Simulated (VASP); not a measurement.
Input of a VASP 6.6.1 run:

File INCAR:

```
SYSTEM = Si16HC16
  PREC = Accurate
  ENCUT = 520
  EDIFF = 1E-6
  ISMEAR = -1
  SIGMA = 0.01
  LREAL = Auto
  LASPH = .TRUE.
  NELM = 120
  ALGO = Normal
  ISIF = 2
  LWAVE = .FALSE.
  LCHARG = .FALSE.
  GGA = PE
  NELECT = 128.0
  NBANDS = 86
  GGA_COMPAT = .FALSE.
```

File KPOINTS:

```
regular mesh
0
G
  1 1 1
  0 0 0
```

File POSCAR:

```
Si16HC16
1.0
   -4.3797050000      4.3797050000     -4.3797050000
    4.3797050000      4.3797050000      4.3797050000
    4.3797050000     -4.3797050000     -4.3797050000
Si C H
16 16 1
Direct
    0.0035575455      0.0008800821      0.7537490539
    0.0033326446      0.2507176853      0.5028595533
    0.0165510006      0.5186566219      0.2789472122
    0.0030382183      0.7494092639      0.0035422477
    0.2510278660      0.0026134180      0.5032727090
    0.2534988087      0.2506689377      0.2532565550
    0.2516031331      0.5027145664      0.0040002694
    0.2560019453      0.7551885344      0.7580172637
    0.5019590361      0.0008932108      0.2494057248
    0.5030270304      0.2572016837      0.0030466664
    0.5000293399      0.5017469213      0.7526501214
    0.5040765303      0.7511995671      0.5044081736
    0.7559254562     -0.0031889134      0.0038906730
    0.7411597356      0.2440743155      0.7271609618
    0.7514844036      0.5030269162      0.5035586872
    0.7514251531      0.7524996547      0.2543363080
    0.0049715677      0.0001133638      0.0035193010
   -0.0013043116      0.2488089951      0.7511365492
    0.0042827085      0.5048289782      0.5119541156
    0.0002560675      0.7508473744      0.2551823696
    0.2570394581      0.0043494939      0.7552320305
    0.2532184245      0.2521044226      0.5025676387
    0.2516603287      0.5012634413      0.2563759431
    0.2534019985      0.7523762445      0.0039737836
    0.4962812564     -0.0032714532      0.4960869511
    0.5056216115      0.2523951956      0.2514105402
    0.5015893765      0.5034516023      0.0034671285
    0.5031943932      0.7531524383      0.7547785753
    0.7521415255      0.0017216913      0.2526070820
    0.7664551608      0.2550845319      0.0062930038
    0.7479257165      0.4990938887      0.7516408069
    0.7542304790      0.7531310899      0.5043778063
   -0.0835272010      0.3428013987      0.0014483852
```

Potentials or basis: VASP PAW PBE potentials, release 64 (Si, C, H).

The run is started by

```sh
$ cat potpaw_PBE.64/Si/POTCAR potpaw_PBE.64/C/POTCAR potpaw_PBE.64/H/POTCAR > POTCAR
$ mpirun -np 1 vasp_gam > vasp.out
```

(1) Predict the largest force.

Results:

(1) 0.584 eV/Å.

Caveat: the k points lie up to 1.01 Å⁻¹ apart; the cell carries a net charge on a neutralising background, which shifts energy and pressure.
